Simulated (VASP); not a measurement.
A run of VASP 6.6.1 is set up as follows.

File INCAR:

```
SYSTEM = KCl
PREC = Accurate ; ENCUT = 400
EDIFF = 1E-6 ; ISMEAR = 0
SIGMA = 0.01 ; LREAL = .False.
LASPH = .True. ; NELM = 120
ALGO = Normal ; ISIF = 2
LWAVE = .False. ; LCHARG = .False.
NBANDS = 15 ; GGA_COMPAT = .False.
```

KPOINTS

```
Automatic mesh
0
Gamma
  5 5 5
  0 0 0
```

The input POSCAR:

```
KCl
1.0
    0.0000000000      3.1464700000      3.1464700000
    3.1464700000      0.0000000000      3.1464700000
    3.1464700000      3.1464700000      0.0000000000
K Cl
1 1
Direct
   -0.0030780525     -0.0062444581     -0.0116590973
    0.5033949156      0.5068870830      0.5128588545
```

Potentials or basis: VASP PAW LDA potentials, release 64 (K_sv, Cl).

Launch:

```bash
$ cat potpaw_LDA.64/K_sv/POTCAR potpaw_LDA.64/Cl/POTCAR > POTCAR
$ mpirun -np 1 vasp_std > vasp.out
```

**Question.** Predict the pressure.

**Answer.** -1.7 GPa.

**Question.** Estimate the band gap on the k mesh.

**Answer.** 4.75 eV.

**Question.** Estimate the largest force.

**Answer.** 0.180 eV/Å.

Forces on the atoms (eV/Å):
```
K    0.131  0.105  0.064
Cl  -0.131 -0.105 -0.064
```

As with any semilocal functional, this LDA gap is likely too small.
